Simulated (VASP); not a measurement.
## MoSe: single point with PBEsol

The system is MoSe.

```
Mo Se
1.0
     0.00000    2.57485    2.57485
     2.57485    0.00000    2.57485
     2.57485    2.57485    0.00000
Mo Se
1 1
Direct
  0.00000 0.00000 0.00000
  0.50000 0.50000 0.50000
```

- Program: VASP 6.6.1
- Task: single point
- Functional: PBEsol
- Potentials or basis: VASP PAW PBE potentials, release 64 (Mo_sv, Se)
- Cutoff: 520 eV
- k mesh: 14 × 14 × 14
- Occupations: gaussian, width 0.1 eV
- Spin: collinear spin, zero start
- Starting moments: [0.0, 0.0] μB
- Fixed moment: 0 μB
- Dipole correction: no
- Further INCAR settings: ALGO = Normal; EDIFF = 1e-06; NBANDS = 21

| Item | Value |
| --- | --- |
| Pressure | 0.4 GPa |
| Net moment | 0.00 μB per cell |
| Valence electrons inside the program's atomic spheres | Mo 12.44; Se 3.96 |

Run time: 2.7 min on 1 thread of Intel(R) Xeon(R) Platinum 8175M CPU @ 2.50GHz (Skylake/Cascade Lake) (shared host), peak memory 0.25 GiB.

Caveat: the PAW data sets were made with another functional, which shifts forces and pressure a little; the total moment is fixed, so each spin has its own Fermi level.
